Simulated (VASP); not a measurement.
# ZrB2 (P6/mmm) in VASP: further runs, part 2 of 2

VASP 6.6.1. Earlier steps stand in the parts before.

### Step 3. Single point, PBE+D3(BJ), non-collinear spin, zero start, spin-orbit coupling

This run uses another cell than the first one, of 10.25 Å³/atom.

File INCAR:

```
SYSTEM = ZrB2
PREC     = Accurate       ! precision mode
ENCUT    = 500            ! plane-wave cutoff, eV
EDIFF    = 1E-6           ! SCF threshold, eV
ISMEAR   = 0              ! smearing method
SIGMA    = 0.05           ! smearing width, eV
LREAL    = .False.        ! projectors in reciprocal space
LASPH    = .True.         ! aspherical terms in the spheres
NELM     = 200            ! most SCF steps
ALGO     = Normal         ! electronic algorithm
ISIF     = 2              ! what is computed and relaxed
LWAVE    = .False.        ! write WAVECAR
LCHARG   = .True.         ! write CHGCAR
LNONCOLLINEAR= .True.         ! non-collinear magnetism
MAGMOM   = 0 0 0 0 0 0 0 0 0 ! initial moments
LORBIT   = 11             ! projections on sites
LSORBIT  = .True.         ! spin-orbit coupling
GGA_COMPAT= .False.      
LORBMOM  = .True.       
LMAXMIX  = 4              ! l up to which the mixer works
GGA      = PE             ! functional
IVDW     = 12             ! dispersion correction
LVHAR    = .True.       
NBANDS   = 31             ! bands
```

File KPOINTS:

```
regular mesh
0
Gamma
  10 10 8
  0 0 0
```

File POSCAR:

```
ZrB2
1.0
    3.1700000000      0.0000000000      0.0000000000
   -1.5850000000      2.7453005300      0.0000000000
    0.0000000000      0.0000000000      3.5330000000
Zr B
1 2
Direct
    0.0000000000      0.0000000000      0.0000000000
    0.6666666667      0.3333333333      0.5000000000
    0.3333333333      0.6666666667      0.5000000000
```

Potentials or basis: VASP PAW PBE potentials, release 64 (Zr_sv, B).

Run with:

```console
$ cat potpaw_PBE.64/Zr_sv/POTCAR potpaw_PBE.64/B/POTCAR > POTCAR
$ mpirun -np 1 vasp_ncl > vasp.out
```

OUTCAR:

```text
SYSTEM = ZrB2
   PREC = Accurate
   ENCUT = 500
   EDIFF = 1E-6
   ISMEAR = 0
   LREAL = .False.
   LASPH = .True.
   NELM = 200
   ISIF = 2
   LNONCOLLINEAR = .True.
   LORBIT = 11
   LSORBIT = .True.
   GGA = PE
   IVDW = 12
 IVDW          = 12

 ion  position               nearest neighbor table
   1  0.000  0.000  0.000-   2 2.54   3 2.54   2 2.54   3 2.54   2 2.54   2 2.54   3 2.54   3 2.54
                             2 2.54   2 2.54   3 2.54   3 2.54
   2  0.667  0.333  0.500-   3 1.83   3 1.83   3 1.83   1 2.54   1 2.54   1 2.54   1 2.54   1 2.54
                             1 2.54
   3  0.333  0.667  0.500-   2 1.83   2 1.83   2 1.83   1 2.54   1 2.54   1 2.54   1 2.54   1 2.54
                             1 2.54

  LATTYP: Found a hexagonal cell.
 ALAT       =     3.1700000000
 C/A-ratio  =     1.1145110410

  Lattice vectors:

 A1 = (   3.1700000000,   0.0000000000,   0.0000000000)
 A2 = (  -1.5850000000,   2.7453005300,   0.0000000000)
 A3 = (   0.0000000000,   0.0000000000,   3.5330000000)

Analysis of symmetry for initial positions (statically):
=====================================================================
 Subroutine PRICEL returns:
 Original cell was already a primitive cell.

 Routine SETGRP: Setting up the symmetry group for a
 hexagonal supercell.

 Subroutine GETGRP returns: Found 24 space group operations
 (whereof 24 operations were pure point group operations)
 out of a pool of 24 trial point group operations.

The static configuration has the point symmetry D_6h.

Analysis of symmetry for dynamics (positions and initial velocities):
=====================================================================
 Subroutine PRICEL returns:
 Original cell was already a primitive cell.

 Routine SETGRP: Setting up the symmetry group for a
 hexagonal supercell.

 Subroutine GETGRP returns: Found 24 space group operations
 (whereof 24 operations were pure point group operations)
 out of a pool of 24 trial point group operations.

The dynamic configuration has the point symmetry D_6h.

Analysis of structural, dynamic, and magnetic symmetry:
=====================================================================
 Subroutine PRICEL returns:
 Original cell was already a primitive cell.

 Routine SETGRP: Setting up the symmetry group for a
 hexagonal supercell.

 Subroutine GETGRP returns: Found 24 space group operations
 (whereof 24 operations were pure point group operations)
 out of a pool of 24 trial point group operations.

The overall configuration has the point symmetry D_6h.

 Subroutine INISYM returns: Found 24 space group operations
 (whereof 24 operations are pure point group operations),
 and found     1 'primitive' translations

----------------------------------------------------------------------------------------

                                     Primitive cell

  volume of cell :      30.7463
[... 940 lines left out ...]
     30      18.8036      0.00000

 [... further k-points ...]

 [bands above 30 left out]

------------------------ aborting loop because EDIFF is reached ----------------------------------------

 Edisp (eV)   -1.16986

 E8    (eV) :    -0.5165

  FORCE on cell =-STRESS in cart. coord.  units (eV):
  Direction    XX          YY          ZZ          XY          YZ          ZX
  --------------------------------------------------------------------------------------
  -------------------------------------------------------------------------------------
  Total      -1.10903    -1.10903    -0.81814     0.00000    -0.00000    -0.00000
  in kB     -57.79092   -57.79092   -42.63273     0.00000    -0.00000    -0.00000
  external pressure =      -52.74 kB  Pullay stress =        0.00 kB

 VOLUME and BASIS-vectors are now :
 -----------------------------------------------------------------------------
  energy-cutoff  :      500.00
  volume of cell :       30.75
      direct lattice vectors                 reciprocal lattice vectors
     3.170000000  0.000000000  0.000000000     0.315457413  0.182129422  0.000000000
    -1.585000000  2.745300530  0.000000000     0.000000000  0.364258845  0.000000000
     0.000000000  0.000000000  3.533000000     0.000000000  0.000000000  0.283045570

 POSITION                                       TOTAL-FORCE (eV/Angst)
 -----------------------------------------------------------------------------------
      0.00000      0.00000      0.00000         0.000000      0.000000     -0.000000
      1.58500      0.91510      1.76650        -0.000000     -0.000000      0.000000
     -0.00000      1.83020      1.76650         0.000000      0.000000     -0.000000
 -----------------------------------------------------------------------------------
    total drift:                               -0.000000      0.000000     -0.000000

  FREE ENERGIE OF THE ION-ELECTRON SYSTEM (eV)
  ---------------------------------------------------
  free  energy   TOTEN  =       -26.2136752850 eV

  energy  without entropy=      -26.2129854582  energy(sigma->0) =      -26.21333037

 orbital moment (x)

 # of ion     p       d       tot
 ----------------------------------------
  1         0.000  -0.000  -0.000
  2        -0.000   0.000  -0.000
  3        -0.000   0.000  -0.000
 ----------------------------------------
           -0.000  -0.000  -0.000

 orbital moment (y)

 # of ion     p       d       tot
 ----------------------------------------
  1        -0.000  -0.000  -0.000
  2         0.000   0.000   0.000
  3         0.000   0.000   0.000
 ----------------------------------------
           -0.000  -0.000  -0.000

 orbital moment (z)

 # of ion     p       d       tot
 ----------------------------------------
  1         0.000   0.000   0.000
  2        -0.000   0.000  -0.000
  3        -0.000   0.000  -0.000
 ----------------------------------------
           -0.000   0.000  -0.000

 Spin-Orbit-Coupling matrix elements

 Ion:    1  E_soc:     -0.1393106
 l=   1
     0.0000000    -0.0225110    -0.0226167
    -0.0225110     0.0000000    -0.0225110
    -0.0226167    -0.0225110     0.0000000
 l=   2
     0.0000000    -0.0001311     0.0000000    -0.0001311    -0.0006528
    -0.0001311     0.0000000    -0.0003648    -0.0001099    -0.0001311
     0.0000000    -0.0003648     0.0000000    -0.0003648     0.0000000
    -0.0001311    -0.0001099    -0.0003648     0.0000000    -0.0001311
    -0.0006528    -0.0001311     0.0000000    -0.0001311     0.0000000
 l=   3
     0.0000000     0.0000000     0.0000000     0.0000000     0.0000000     0.0000000     0.0000000
     0.0000000     0.0000000     0.0000000     0.0000000     0.0000000     0.0000000     0.0000000
     0.0000000     0.0000000     0.0000000     0.0000000     0.0000000     0.0000000     0.0000000
     0.0000000     0.0000000     0.0000000     0.0000000     0.0000000     0.0000000     0.0000000
[... 29 lines left out ...]
 l=   2
     0.0000000     0.0000000     0.0000000     0.0000000     0.0000000
     0.0000000     0.0000000     0.0000000     0.0000000     0.0000000
     0.0000000     0.0000000     0.0000000     0.0000000     0.0000000
     0.0000000     0.0000000     0.0000000     0.0000000     0.0000000
     0.0000000     0.0000000     0.0000000     0.0000000     0.0000000
 l=   3
     0.0000000     0.0000000     0.0000000     0.0000000     0.0000000     0.0000000     0.0000000
     0.0000000     0.0000000     0.0000000     0.0000000     0.0000000     0.0000000     0.0000000
     0.0000000     0.0000000     0.0000000     0.0000000     0.0000000     0.0000000     0.0000000
     0.0000000     0.0000000     0.0000000     0.0000000     0.0000000     0.0000000     0.0000000
     0.0000000     0.0000000     0.0000000     0.0000000     0.0000000     0.0000000     0.0000000
     0.0000000     0.0000000     0.0000000     0.0000000     0.0000000     0.0000000     0.0000000
     0.0000000     0.0000000     0.0000000     0.0000000     0.0000000     0.0000000     0.0000000

 total charge

# of ion       s       p       d       tot
------------------------------------------
    1        2.168   6.031   1.769   9.968
    2        0.665   1.240   0.000   1.905
    3        0.665   1.240   0.000   1.905
--------------------------------------------------
tot          3.498   8.512   1.769  13.778

 magnetization (x)

# of ion       s       p       d       tot
------------------------------------------
    1       -0.000   0.000   0.000  -0.000
    2        0.000  -0.000   0.000  -0.000
    3        0.000  -0.000   0.000  -0.000
--------------------------------------------------
tot         -0.000  -0.000   0.000  -0.000

 magnetization (y)

# of ion       s       p       d       tot
------------------------------------------
    1       -0.000   0.000   0.000  -0.000
    2        0.000   0.000   0.000   0.000
    3        0.000   0.000   0.000   0.000
--------------------------------------------------
tot         -0.000   0.000   0.000   0.000

 magnetization (z)

# of ion       s       p       d       tot
------------------------------------------
    1       -0.000  -0.000  -0.000  -0.000
    2        0.000   0.000   0.000   0.000
    3        0.000   0.000   0.000   0.000
--------------------------------------------------
tot         -0.000  -0.000  -0.000  -0.000
```

Wall time 61 s (1 thread of Intel Xeon 6975P-C (Granite Rapids), shared host); peak memory 0.27 GiB.

Results:

```
Free energy                                           : -26.2137 eV
Pressure                                              : -5.3 GPa
Net moment                                            : 0.00 μB per cell
Valence electrons inside the program's atomic spheres : Zr 9.97; B 1.91
Dispersion energy per atom                            : -0.390 eV
```

Moments on the atoms (μB; x, y, z):
```
Zr  0.00 0.00 0.00
B   0.00 0.00 0.00
B   0.00 0.00 0.00
```

Caveat: three body term missing; the cell stands under tension.
